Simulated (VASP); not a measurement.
# Tl2PbCl4 (I-4) in VASP: single point with PBEsol

Aim: the single point of Tl2PbCl4 with PBEsol.

Everything below comes from runs of VASP 6.6.1. Logs are shortened: lines on timing, memory, paths and dates and some standing lists are left out, and cuts for length are marked.

### 1 The cell of the first run

The structure is tetragonal, space group I-4 (No. 82). The conventional cell has a = 6.877 Å, b = 6.877 Å, c = 14.637 Å, α = 90.00°, β = 90.00°, γ = 90.00°. Tl (site symmetry -4) has 4 Cl at 3.05 Å within 4.0 Å. Tl (site symmetry -4) has 4 Cl at 3.04 Å within 4.0 Å. Pb (site symmetry -4) has 4 Cl at 2.75 Å within 3.6 Å. Within 3.6 Å of Cl (site symmetry 1) lie 1 Pb at 2.75 Å and 2 Tl at 3.04 to 3.05 Å.

### 2 Single point, PBEsol

Contents of INCAR:

```
SYSTEM = Tl2PbCl4
  PREC = Accurate
  ENCUT = 520
  EDIFF = 1E-6
  ISMEAR = -1
  SIGMA = 0.03
  LREAL = .False.
  LASPH = .True.
  NELM = 80
  ALGO = Normal
  ISIF = 2
  LWAVE = .False.
  LCHARG = .True.
  GGA = PS
  LELF = .True.
  LVHAR = .True.
  NBANDS = 43
```

Contents of KPOINTS:

```
regular mesh
0
Gamma
  6 6 6
  0 0 0
```

Contents of POSCAR:

```
Tl2PbCl4
1.0
   -3.4385418160      3.4385418160      7.3184317452
    3.4385418160     -3.4385418160      7.3184317452
    3.4385418160      3.4385418160     -7.3184317452
Tl Pb Cl
2 1 4
Direct
    0.5000000000      0.5000000000      0.0000000000
    0.2500000000      0.7500000000      0.5000000000
    0.0000000000      0.0000000000      0.0000000000
    0.1490025156      0.0999269752      0.4626346242
    0.6372923510      0.6863678914      0.5373653758
    0.3136321086      0.8509974844      0.9509244597
    0.9000730248      0.3627076490      0.0490755403
```

Potentials or basis: VASP PAW PBE potentials, release 64 (Tl_d, Pb_d, Cl).

Launch:

```
$ cat potpaw_PBE.64/Tl_d/POTCAR potpaw_PBE.64/Pb_d/POTCAR potpaw_PBE.64/Cl/POTCAR > POTCAR
$ mpirun -np 1 vasp_std > vasp.out
```

OUTCAR:

```text
SYSTEM = Tl2PbCl4
   PREC = Accurate
   ENCUT = 520
   EDIFF = 1E-6
   ISMEAR = -1
   LREAL = .False.
   LASPH = .True.
   NELM = 80
   ISIF = 2
   GGA = PS

 ion  position               nearest neighbor table
   1  0.500  0.500  0.000-   6 3.05   5 3.05   4 3.05   7 3.05
   2  0.250  0.750  0.500-   7 3.04   5 3.04   4 3.04   6 3.04
   3  0.000  0.000  0.000-   6 2.75   5 2.75   4 2.75   7 2.75
   4  0.149  0.100  0.463-   3 2.75   2 3.04   1 3.05
   5  0.637  0.686  0.537-   3 2.75   2 3.04   1 3.05
   6  0.314  0.851  0.951-   3 2.75   2 3.04   1 3.05
   7  0.900  0.363  0.049-   3 2.75   2 3.04   1 3.05

  LATTYP: Found a body centered tetragonal cell.
 ALAT       =     6.8770836320
 C/A-ratio  =     2.1283532779

  Lattice vectors:

 A1 = (  -3.4385418160,   3.4385418160,   7.3184317452)
 A2 = (   3.4385418160,  -3.4385418160,   7.3184317452)
 A3 = (   3.4385418160,   3.4385418160,  -7.3184317452)

Analysis of symmetry for initial positions (statically):
=====================================================================
 Subroutine PRICEL returns:
 Original cell was already a primitive cell.

 Routine SETGRP: Setting up the symmetry group for a
 body centered tetragonal supercell.

 Subroutine GETGRP returns: Found  4 space group operations
 (whereof  4 operations were pure point group operations)
 out of a pool of 16 trial point group operations.

The static configuration has the point symmetry S_4 .

Analysis of symmetry for dynamics (positions and initial velocities):
=====================================================================
 Subroutine PRICEL returns:
 Original cell was already a primitive cell.

 Routine SETGRP: Setting up the symmetry group for a
 body centered tetragonal supercell.

 Subroutine GETGRP returns: Found  4 space group operations
 (whereof  4 operations were pure point group operations)
 out of a pool of 16 trial point group operations.

The dynamic configuration has the point symmetry S_4 .

 Subroutine INISYM returns: Found  4 space group operations
 (whereof  4 operations are pure point group operations),
 and found     1 'primitive' translations

----------------------------------------------------------------------------------------

                                     Primitive cell

  volume of cell :     346.1200

  direct lattice vectors                    reciprocal lattice vectors
    -3.438541816  3.438541816  7.318431745     0.000000000  0.145410475  0.068320648
     3.438541816 -3.438541816  7.318431745     0.145410475  0.000000000  0.068320648
     3.438541816  3.438541816 -7.318431745     0.145410475  0.145410475  0.000000000

  length of vectors
     8.786727653  8.786727653  8.786727653     0.160660877  0.160660877  0.205641466

  position of ions in fractional coordinates (direct lattice)
     0.500000000  0.500000000  0.000000000
     0.250000000  0.750000000  0.500000000
     0.000000000  0.000000000  0.000000000
     0.149002516  0.099926975  0.462634624
     0.637292351  0.686367891  0.537365376
     0.313632109  0.850997484  0.950924460
     0.900073025  0.362707649  0.049075540

  ion indices of the primitive-cell ions
   primitive index   ion index
                 1           1
                 2           2
                 3           3
                 4           4
                 5           5
                 6           6
                 7           7

----------------------------------------------------------------------------------------

 KPOINTS: regular mesh

Automatic generation of k-mesh.
 Grid dimensions read from file:
 generate k-points for:    6    6    6

 Generating k-lattice:

  Cartesian coordinates                     Fractional coordinates (reciprocal lattice)
     0.000000000  0.024235079  0.011386775     0.166666667  0.000000000 -0.000000000
     0.024235079  0.000000000  0.011386775     0.000000000  0.166666667 -0.000000000
     0.024235079  0.024235079  0.000000000     0.000000000  0.000000000  0.166666667

  Length of vectors
     0.026776813  0.026776813  0.034273578

  Shift w.r.t. Gamma in fractional coordinates (k-lattice)
     0.000000000  0.000000000  0.000000000

 Subroutine IBZKPT returns following result:
 ===========================================

 Found     36 irreducible k-points:

 Following reciprocal coordinates:
            Coordinates               Weight
  0.000000  0.000000  0.000000      1.000000
  0.166667  0.000000  0.000000      8.000000
  0.333333  0.000000  0.000000      8.000000
  0.500000  0.000000  0.000000      4.000000
  0.166667  0.166667  0.000000      8.000000
  0.333333  0.166667  0.000000      8.000000
[... 16 lines left out ...]
  0.333333 -0.333333  0.166667      4.000000
 -0.166667  0.333333  0.166667      8.000000
 [... further k-points ...]
   k-points           NKPTS =     36   k-points in BZ     NKDIM =     36   number of bands    NBANDS=     43
   number of dos      NEDOS =    301   number of ions     NIONS =      7
   total plane-waves  NPLWV = 343000
   dimension x,y,z NGX =    70 NGY =   70 NGZ =   70
   dimension x,y,z NGXF=   140 NGYF=  140 NGZF=  140
   ions per type =               2   1   4
   NGX,Y,Z   is equivalent  to a cutoff of  13.24, 13.24, 13.24 a.u.
   NGXF,Y,Z  is equivalent  to a cutoff of  26.49, 26.49, 26.49 a.u.
 SYSTEM =  Tl2PbCl4
   PREC   = accura    normal or accurate (medium, high low for compatibility)
   ISTART =      0    job   : 0-new  1-cont  2-samecut
   ICHARG =      2    charge: 1-file 2-atom 10-const
   ISPIN  =      1    spin polarized calculation?
   LNONCOLLINEAR =      F non collinear calculations
   LSORBIT =      F    spin-orbit coupling
   LASPH  =      T    aspherical Exc in radial PAW
   ENCUT  =  520.0 eV  38.22 Ry    6.18 a.u.  16.34 16.34 16.34*2*pi/ulx,y,z
   NELM   =     80;   NELMIN=  2; NELMDL= -5     # of ELM steps
   EDIFF  = 0.1E-05   stopping-criterion for ELM
   LREAL  =      F    real-space projection
   EDIFFG = 0.1E-04   stopping-criterion for IOM
   NSW    =      0    number of steps for IOM
   IBRION =     -1    ionic relax: 0-MD 1-quasi-New 2-CG
   NFREE  =      0    steps in history (QN), initial steepest desc. (CG)
   ISIF   =      2    stress and relaxation
   ISYM   =      2    0-nonsym 1-usesym 2-fastsym
   POTIM  = 0.5000    time-step for ionic-motion
   TEBEG  =    0.0;   TEEND  =   0.0 temperature during run
   PSTRESS=    0.0 pullay stress
   NELECT =      68.0000    total number of electrons
   NUPDOWN=      -1.0000    fix difference up-down
   EMIN   =  10.00;   EMAX   =-10.00  energy-range for DOS
   EFERMI =   0.00;   METHOD = LEGACY
   ISMEAR =    -1;   SIGMA  =   0.03  broadening in eV -4-tet -1-fermi 0-gaus
   EFERMI_NEDOS =   21; number of points for ismear=-14 and -15
   IALGO  =     38    algorithm
   IMIX   =      4    mixing-type and parameters
     AMIX     =   0.40;   BMIX     =  1.00
     AMIX_MAG =   1.60;   BMIX_MAG =  1.00
  volume/ion in A,a.u.               =      49.45       333.68
  Fermi-wavevector in a.u.,A,eV,Ry     =   0.951705  1.798461 12.323368  0.905742
  Thomas-Fermi vector in A             =   2.080200
   LORBIT       =      0    0 simple, 1 ext, 2 COOP (PROOUT), +10 PAW based schemes
   GGA     = PS    functional components
   LHFCALC =     F    Hartree Fock is set to
   AEXX    =    0.0000 exact exchange contribution
   IVDW    =     0    specifies the selected vdW correction
   LEPSILON=     F    determine dielectric tensor
   LRPA    =     F    only Hartree local field effects (RPA)
 non-spin polarized calculation
  energy-cutoff  :      520.00
  volume of cell :      346.12
 maximum number of plane-waves:      9375
 NGX is ok and might be reduce to    70
   NGX = 33   NGY = 33   NGZ = 33

 number of electron      67.9999996 magnetization

 Free energy of the ion-electron system (eV)
  ---------------------------------------------------
  ext. energy  EPLUGINS =         0.00000000
  ---------------------------------------------------
  free energy    TOTEN  =       -23.32085500 eV

  energy without entropy =      -23.32085500  energy(sigma->0) =      -23.32085500

 E-fermi :  -0.4548     XC(G=0):  -6.2068

 val. band max:       -1.0505340959   @ k =   0.0000   0.0000   0.0000
 cond. band min:       1.8473791834   @ k =   0.0000   0.0000   0.0000
 fundamental gap:      2.8979132793
 Fermi energy:        -0.4548475980

 k-point     1 :       0.0000    0.0000    0.0000
  band No.  band energies     occupation
      1     -17.0357      2.00000
      2     -17.0357      2.00000
      3     -17.0340      2.00000
      4     -16.9516      2.00000
      5     -16.9413      2.00000
      6     -14.8559      2.00000
[... 35 lines left out ...]
     42       4.3472      0.00000
     43       4.5355      0.00000

 k-point     2 :       0.1667    0.0000    0.0000
  band No.  band energies     occupation
      1     -17.0358      2.00000
      2     -17.0357      2.00000
      3     -17.0340      2.00000
      4     -16.9515      2.00000
      5     -16.9413      2.00000
      6     -14.8477      2.00000
[... 35 lines left out ...]
     42       4.3258      0.00000
     43       4.5166      0.00000

 k-point     3 :       0.3333    0.0000    0.0000
  band No.  band energies     occupation
      1     -17.0360      2.00000
      2     -17.0357      2.00000
      3     -17.0340      2.00000
      4     -16.9515      2.00000
      5     -16.9413      2.00000
      6     -14.8298      2.00000
[... 35 lines left out ...]
     42       4.2912      0.00000
     43       4.4748      0.00000

 k-point     4 :       0.5000    0.0000    0.0000
  band No.  band energies     occupation
      1     -17.0361      2.00000
      2     -17.0358      2.00000
      3     -17.0341      2.00000
      4     -16.9515      2.00000
      5     -16.9413      2.00000
      6     -14.8198      2.00000
[... 863 lines left out ...]
     42       4.1591      0.00000
     43       4.4488      0.00000

 k-point    23 :       0.3333   -0.3333    0.1667
  band No.  band energies     occupation
      1     -17.0361      2.00000
      2     -17.0358      2.00000
      3     -17.0341      2.00000
      4     -16.9515      2.00000
      5     -16.9413      2.00000
      6     -14.8168      2.00000
[... 35 lines left out ...]
     42       4.0904      0.00000
     43       4.5633      0.00000

 k-point    24 :      -0.1667    0.3333    0.1667
  band No.  band energies     occupation
      1     -17.0361      2.00000
      2     -17.0358      2.00000
      3     -17.0341      2.00000
      4     -16.9515      2.00000
      5     -16.9413      2.00000
      6     -14.8198      2.00000
[... 35 lines left out ...]
     42       4.2094      0.00000
     43       4.5198      0.00000

 [... further k-points ...]

------------------------ aborting loop because EDIFF is reached ----------------------------------------

  FORCE on cell =-STRESS in cart. coord.  units (eV):
  Direction    XX          YY          ZZ          XY          YZ          ZX
  --------------------------------------------------------------------------------------
  -------------------------------------------------------------------------------------
  Total       -0.0752203     -0.0752203     -0.0394080     -0.0000000     -0.0000000      0.0000000
  in kB       -0.3481921     -0.3481921     -0.1824183     -0.0000001     -0.0000000      0.0000000
  external PRESSURE =      -0.2929342 kB  Pullay stress =       0.0000000 kB

 VOLUME and BASIS-vectors are now :
 -----------------------------------------------------------------------------
  energy-cutoff  :      520.00
  volume of cell :      346.12
      direct lattice vectors                 reciprocal lattice vectors
    -3.438541816  3.438541816  7.318431745     0.000000000  0.145410475  0.068320648
     3.438541816 -3.438541816  7.318431745     0.145410475  0.000000000  0.068320648
     3.438541816  3.438541816 -7.318431745     0.145410475  0.145410475  0.000000000

 POSITION                                       TOTAL-FORCE (eV/Angst)
 -----------------------------------------------------------------------------------
      0.00000      0.00000      7.31843        -0.000000      0.000000     -0.000000
      3.43854      0.00000      3.65922        -0.000000      0.000000     -0.000000
      0.00000      0.00000      0.00000        -0.000000      0.000000      0.000000
      1.42204      1.75954     -1.56399         0.006296     -0.000736     -0.000051
      2.01650      1.67901      5.75445        -0.006296      0.000736     -0.000051
      5.11755      1.42204      1.56399         0.000736      0.006296      0.000051
     -1.67901      2.01650      8.88242        -0.000736     -0.006296      0.000051
 -----------------------------------------------------------------------------------
    total drift:                               -0.000000     -0.000000      0.000000

  FREE ENERGIE OF THE ION-ELECTRON SYSTEM (eV)
  ---------------------------------------------------
  free  energy   TOTEN  =       -23.3208550044 eV

  energy  without entropy=      -23.3208550043  energy(sigma->0) =      -23.32085500
```

Wall time 21 min (1 thread of Intel Xeon 8259CL, shared host); peak memory 1 GiB.

What came out:

```yaml
Free_energy: -23.3209 eV
Pressure: 0.0 GPa
Largest_force: 0.006 eV/Å
Band_gap_on_the_k_mesh: 2.90 eV
```

Forces on the atoms (eV/Å):
```
Tl   0.000  0.000  0.000
Tl   0.000  0.000  0.000
Pb   0.000  0.000  0.000
Cl   0.006 -0.001  0.000
Cl  -0.006  0.001  0.000
Cl   0.001  0.006  0.000
Cl  -0.001 -0.006  0.000
```

Caveat: the PAW data sets were made with another functional, which shifts forces and pressure a little; spin-orbit coupling is left out, which moves the levels of the heavy elements. A k mesh can miss the band edges.
